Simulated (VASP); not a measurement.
# MgNi5Te6: single point with PBE

Crystal: MgNi5Te6.

```
Mg Ni Te
1.0
     4.07088    0.00000    0.00000
    -2.03544    3.52549    0.00000
     0.00000    0.00000   16.58937
Mg Ni Te
1 5 6
Direct
  0.00000 0.00000 0.00000
  0.00000 0.00000 0.34190
  0.00000 0.00000 0.65810
  0.00000 0.00000 0.18064
  0.00000 0.00000 0.50000
  0.00000 0.00000 0.81936
  0.33333 0.66667 0.10680
  0.33333 0.66667 0.42019
  0.33333 0.66667 0.73478
  0.66667 0.33333 0.26522
  0.66667 0.33333 0.57981
  0.66667 0.33333 0.89321
```

- Program: VASP 6.6.1
- Task: single point
- Functional: PBE
- Potentials or basis: VASP PAW PBE potentials, release 64 (Mg, Ni, Te)
- Cutoff: 520 eV
- k mesh: 6 × 6 × 2
- Occupations: gaussian, width 0.2 eV
- Spin: no spin polarisation
- Dipole correction: no
- Further INCAR settings: ALGO = Normal; EDIFF = 1e-06; NBANDS = 56

The pressure is 0.0 GPa. The largest force is 0.023 eV/Å and the band gap on the k mesh is zero (band 44 reaches 9.19 eV, above the bottom of band 45 at 7.95 eV).

Forces in eV/Å, atoms in the order of the input:
```
Mg   0.000  0.000  0.000
Ni   0.000  0.000 -0.017
Ni   0.000  0.000  0.017
Ni   0.000  0.000 -0.005
Ni   0.000  0.000  0.000
Ni   0.000  0.000  0.005
Te   0.000  0.000 -0.015
Te   0.000  0.000  0.019
Te   0.000  0.000 -0.023
Te   0.000  0.000  0.023
Te   0.000  0.000 -0.019
Te   0.000  0.000  0.015
```

Stress tensor (GPa, compression positive):
```
 0.01  0.00  0.00
 0.00  0.01  0.00
 0.00  0.00 -0.09
```

Levels at points of the mesh, in eV from the Fermi level:
```
           k point  band 41  band 42  band 43  band 44  band 45  band 46  band 47  band 48
(0.00, 0.00, 0.00)     0.22     0.22     0.59     0.59     0.97     0.97     0.98     1.10
(0.50, 0.00, 0.00)    -0.85    -0.77    -0.40    -0.15     0.06     0.51     0.71     0.82
(0.00, 0.00, 0.50)     0.11     0.11     0.40     0.69     0.69     0.91     0.91     1.11
(0.50, 0.00, 0.50)    -0.82    -0.77    -0.34    -0.31     0.27     0.35     0.67     0.80
```

It took 8.7 min on 1 thread of Oxide Virtual Turin-like Processor, on a shared host, peak memory 0.39 GiB.

Caveat: spin-orbit coupling is left out, which moves the levels of the heavy elements. Spin polarisation is off, so any magnetic state and its effect on volume and gap are missing.
